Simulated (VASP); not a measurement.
Write the native input for VASP 6.6.1 that does the following.

```
Task                   : single point
Functional             : PBE
Potentials or basis    : VASP PAW PBE potentials, release 64 (C)
Cutoff                 : 520 eV
k mesh                 : 6 × 6 × 4
Occupations            : gaussian, width 0.01 eV
Spin                   : no spin polarisation
Dipole correction      : no
Further INCAR settings : ALGO = Normal; EDIFF = 1e-06; NBANDS = 16
```

The structure of C lies in POSCAR:

```
C
1.0
    2.5031953710      0.0000000000      0.0000000000
   -1.2515976855      2.1678307819      0.0000000000
    0.0000000000      0.0000000000      4.1688692747
C
4
Direct
    0.3333333333      0.6666666667      0.0002313176
    0.6666666667      0.3333333333      0.5002313176
    0.3333333333      0.6666666667      0.3747686824
    0.6666666667      0.3333333333      0.8747686824
```

The input as run:

INCAR

```
ALGO = Normal
EDIFF = 1E-6
ENCUT = 520
GGA = PE
ISIF = 2
ISMEAR = 0
LASPH = True
LCHARG = False
LREAL = False
LWAVE = False
NBANDS = 16
NELM = 100
PREC = Accurate
SIGMA = 0.01
```

KPOINTS

```
k-points
0
Gamma
  6 6 4
```

Potentials or basis: VASP PAW PBE potentials, release 64 (C).

Run with:

```bash
$ cat potpaw_PBE.64/C/POTCAR > POTCAR
$ mpirun -np 1 vasp_std > vasp.out
```

It gave:

```yaml
Pressure: 4.9 GPa
Largest_force: 0.006 eV/Å
Band_gap_on_the_k_mesh: 3.31 eV (least direct gap 4.99 eV)
```

Caveat: the k points lie up to 0.48 Å⁻¹ apart.

Wall time 6.7 s on 1 thread of Intel Xeon 8259CL, on a shared host, peak memory 0.13 GiB.
